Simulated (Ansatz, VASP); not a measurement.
## Two plane-wave programs on Mo

File POSCAR:

```
Mo
1.0
    2.7355100000      0.0000000000      0.0000000000
   -1.3677550000      2.3690210000      0.0000000000
    0.0000000000      0.0000000000      2.5551810000
Mo
1
Direct
    0.0000000000      0.0000000000      0.5000000000
```

INCAR.step1

```
SYSTEM = Mo
PREC = Accurate ; ENCUT = 520
ISMEAR = -1 ; SIGMA = 0.1
LREAL = .False. ; LASPH = .True.
NELM = 60 ; NBANDS = 13
GGA = PE ; ALGO = Normal
EDIFF = 1E-4 ; LWAVE = .True.
LCHARG = .False.
```

The input INCAR.step2:

```
SYSTEM = Mo
PREC = Accurate ; ENCUT = 520
EDIFF = 1E-7 ; ISMEAR = -1
SIGMA = 0.1 ; LREAL = .False.
LASPH = .True. ; NELM = 60
ALGO = Normal ; ISIF = 2
LWAVE = .False. ; LCHARG = .True.
METAGGA = R2SCAN ; LMIXTAU = .True.
LELF = .True. ; LVHAR = .True.
NBANDS = 13 ; ISTART = 1
```

The input KPOINTS:

```
Automatic mesh
0
Gamma
  12 12 11
  0 0 0
```

Input for Ansatz:

```yaml
crystal:
  lattice:
    - [2.73551, 0.0, 0.0]
    - [-1.367755, 2.369021, 0.0]
    - [0.0, 0.0, 2.555181]
  atoms:
    - { symbol: Mo, position: [0.0, 0.0, 0.5] }
basis:
  ecutwfc: 500.0
kpoints:
  mp_grid:
    grid: [12, 12, 11]
hamiltonian:
  xc: r2scan
scf:
  max_iter: 95
  occupations:
    method: fermi_dirac
    width: 0.1
output:
  stress: true
```

Alike in both runs: task single point; functional r2SCAN; k mesh 12 × 12 × 11; occupations fermi-dirac, width 0.1 eV; no spin polarisation.

```csv
,VASP,Ansatz
version,VASP 6.6.1,Ansatz 0.2.0
potentials or method,"VASP PAW PBE potentials, release 64 (Mo_sv), cutoff 520 eV","plane waves, PAW"
valence electrons in the cell,14,14
```

|  | VASP | Ansatz | Ansatz less VASP |
| --- | --- | --- | --- |
| pressure (GPa) | 0.9 | -0.2 | -1.05 |
| traceless stress, the component that is largest in VASP (GPa) | -5.01 | -5.19 | -0.174 |

VASP's potentials were made for PBE, not for r2SCAN.
